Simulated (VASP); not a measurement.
NaH, 4 atoms in the cell. The structure is hexagonal, space group P6_3/mmc (No. 194). The conventional cell has a = 3.319 Å, b = 3.319 Å, c = 5.831 Å, α = 90.00°, β = 90.00°, γ = 120.00°. Within 3.2 Å of Na (site symmetry -3m) lie 6 H at 2.41 Å and 2 Na at 2.92 Å. H (site symmetry -6m2) has 6 Na at 2.41 Å within 3.2 Å. 

| Item | Value |
| --- | --- |
| Program | VASP 6.6.1 |
| Task | single point |
| Functional | LDA |
| Potentials or basis | VASP PAW LDA potentials, release 64 (Na_pv, H) |
| Cutoff | 520 eV |
| k mesh | 6 × 6 × 2 |
| Occupations | gaussian, width 0.01 eV |
| Spin | no spin polarisation |
| Dipole correction | no |
| Further INCAR settings | ALGO = Normal; EDIFF = 1e-07; NBANDS = 16 |

Potentials or basis: VASP PAW LDA potentials, release 64 (Na_pv, H).

Command:

```bash
$ cat potpaw_LDA.64/Na_pv/POTCAR potpaw_LDA.64/H/POTCAR > POTCAR
$ mpirun -np 1 vasp_std > vasp.out
```

Hardware: 1 thread of Intel(R) Xeon(R) Platinum 8488C (Sapphire Rapids), with other jobs on the host.

Problem. Estimate the wall time of this run.

Solution. It took 10 s on 1 thread of Intel(R) Xeon(R) Platinum 8488C (Sapphire Rapids), on a shared host, peak memory 0.15 GiB. Counts: scf iterations 13, k points 14.
